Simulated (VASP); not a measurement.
Input of a VASP 6.6.1 run:

File INCAR:

```
ALGO = Normal
EDIFF = 1E-6
ENCUT = 600
GGA = PE
GGA_COMPAT = F
ISIF = 2
ISMEAR = 0
LASPH = T
LCHARG = F
LREAL = F
LWAVE = F
NBANDS = 27
NELM = 120
PREC = Accurate
SIGMA = 0.1
```

The input KPOINTS:

```
k-points
0
Gamma
  12 12 12
```

Contents of POSCAR:

```
Nb2C3
1.0
    1.6007191394      0.9241756260      8.1093290483
   -1.6007191394      0.9241756260      8.1093290483
    0.0000000000     -1.8483512521      8.1093290483
Nb C
2 3
Direct
    0.3881025374      0.3881025374      0.3881025374
    0.6118974626      0.6118974626      0.6118974626
    0.0000000000      0.0000000000      0.0000000000
    0.2359846876      0.2359846876      0.2359846876
    0.7640153124      0.7640153124      0.7640153124
```

Potentials or basis: VASP PAW PBE potentials, release 64 (Nb_sv, C).

Launch:

```sh
$ cat potpaw_PBE.64/Nb_sv/POTCAR potpaw_PBE.64/C/POTCAR > POTCAR
$ mpirun -np 1 vasp_std > vasp.out
```

What does it give for the pressure?

-0.3 GPa.

Predict the band gap on the k mesh.

zero (bands 19 and 20 overlap by 0.98 eV).

What does it give for the largest force?

0.013 eV/Å.

Stress tensor (GPa, compression positive):
```
-0.40  0.00  0.00
 0.00 -0.40  0.00
 0.00  0.00 -0.25
```
